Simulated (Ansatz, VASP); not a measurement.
**Two plane-wave programs on GaN**

```
CELL_PARAMETERS angstrom
-3.21837 5.57438 -5.24317
6.43674 0.00000 -5.24317
-3.21837 -5.57438 -5.24317
ATOMIC_POSITIONS crystal
Ga 0.00029 0.16696 0.33362
Ga 0.66696 0.33362 0.50029
Ga 0.33362 0.00029 0.16696
Ga 0.16696 0.83362 0.50029
Ga 0.83362 0.50029 0.16696
Ga 0.50029 0.66696 0.33362
Ga 0.16696 0.33362 0.00029
Ga 0.83362 0.00029 0.66696
Ga 0.50029 0.16696 0.83362
Ga 0.00029 0.66696 0.83362
Ga 0.66696 0.83362 0.00029
Ga 0.33362 0.50029 0.66696
Ga 0.00029 0.83362 0.16696
Ga 0.66696 0.00029 0.33362
Ga 0.33362 0.66696 0.00029
Ga 0.16696 0.50029 0.33362
Ga 0.83362 0.16696 0.00029
Ga 0.50029 0.33362 0.16696
Ga 0.16696 0.00029 0.83362
Ga 0.83362 0.66696 0.50029
Ga 0.50029 0.83362 0.66696
Ga 0.00029 0.33362 0.66696
Ga 0.66696 0.50029 0.83362
Ga 0.33362 0.16696 0.50029
N 0.87471 0.04138 0.20804
N 0.54138 0.20804 0.37471
N 0.20804 0.87471 0.04138
N 0.04138 0.70804 0.37471
N 0.70804 0.37471 0.04138
N 0.37471 0.54138 0.20804
N 0.04138 0.20804 0.87471
N 0.70804 0.87471 0.54138
N 0.37471 0.04138 0.70804
N 0.87471 0.54138 0.70804
N 0.54138 0.70804 0.87471
N 0.20804 0.37471 0.54138
N 0.20804 0.04138 0.37471
N 0.87471 0.20804 0.54138
N 0.54138 0.87471 0.20804
N 0.37471 0.70804 0.54138
N 0.04138 0.37471 0.20804
N 0.70804 0.54138 0.37471
N 0.37471 0.20804 0.04138
N 0.04138 0.87471 0.70804
N 0.70804 0.04138 0.87471
N 0.20804 0.54138 0.87471
N 0.87471 0.70804 0.04138
N 0.54138 0.37471 0.70804
```

Alike in both runs: task single point; functional PBE; k mesh 1 × 1 × 1; occupations gaussian, width 0.01 eV; no spin polarisation.

|  | VASP | Ansatz |
| --- | --- | --- |
| version | VASP 6.6.1 | Ansatz 0.2.0 |
| potentials or method | VASP PAW PBE potentials, release 64 (Ga_d, N), cutoff 520 eV | scalar-relativistic, plane waves, PAW |
| valence electrons in the cell | 432 | 432 |

Ansatz gave:

| Item | Value |
| --- | --- |
| gap on the k mesh at the Fermi level (eV) | 1.71 |
| least direct gap on the mesh (eV) | 1.71 |
| pressure (GPa) | -1.2 |
| traceless stress, the component that is largest in VASP (GPa) | 1.26 |
| rms of the force components (eV/Å) | 0.019 |

Q: Which values does VASP return?

A: gap on the k mesh at the Fermi level (eV): 1.71; least direct gap on the mesh (eV): 1.71; pressure (GPa): -1.1; traceless stress, the component that is largest in VASP (GPa): 1.30; rms of the force components (eV/Å): 0.019.

Atom by atom the forces differ by 0.000 eV/Å (rms over components).

The k mesh is coarse, so the values compare programs but aren't converged.
